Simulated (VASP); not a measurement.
Input of a VASP 6.6.1 run:

File INCAR:

```
ALGO = Normal
EDIFF = 1E-6
ENCUT = 520
GGA = PE
ISIF = 2
ISMEAR = 0
LASPH = T
LCHARG = F
LREAL = F
LWAVE = F
NBANDS = 30
NELM = 60
PREC = Accurate
SIGMA = 0.1
```

The input KPOINTS:

```
k-points
0
Gamma
  12 12 4
```

POSCAR

```
Ga2SeS2
1.0
    3.6214639653      0.0000000000      0.0000000000
   -1.8107319826      3.1362797928      0.0000000000
    0.0000000000      0.0000000000     10.1938013394
Ga Se S
2 1 2
Direct
    0.3333333333      0.6666666667      0.1804588671
    0.6666666667      0.3333333333      0.8195411329
    0.0000000000      0.0000000000      0.0000000000
    0.3333333333      0.6666666667      0.7088355876
    0.6666666667      0.3333333333      0.2911644124
```

Potentials or basis: VASP PAW PBE potentials, release 64 (Ga_d, Se, S).

Run with:

```bash
$ cat potpaw_PBE.64/Ga_d/POTCAR potpaw_PBE.64/Se/POTCAR potpaw_PBE.64/S/POTCAR > POTCAR
$ mpirun -np 1 vasp_std > vasp.out
```

Problem. Estimate the largest force.

Solution. 0.010 eV/Å.

Problem. Estimate the band gap on the k mesh.

Solution. Zero (band 22 reaches 2.98 eV, above the bottom of band 23 at 2.84 eV).

Forces in eV/Å, atoms in the order of the input:
```
Ga   0.000  0.000  0.010
Ga   0.000  0.000 -0.010
Se   0.000  0.000  0.000
S    0.000  0.000 -0.002
S    0.000  0.000  0.002
```
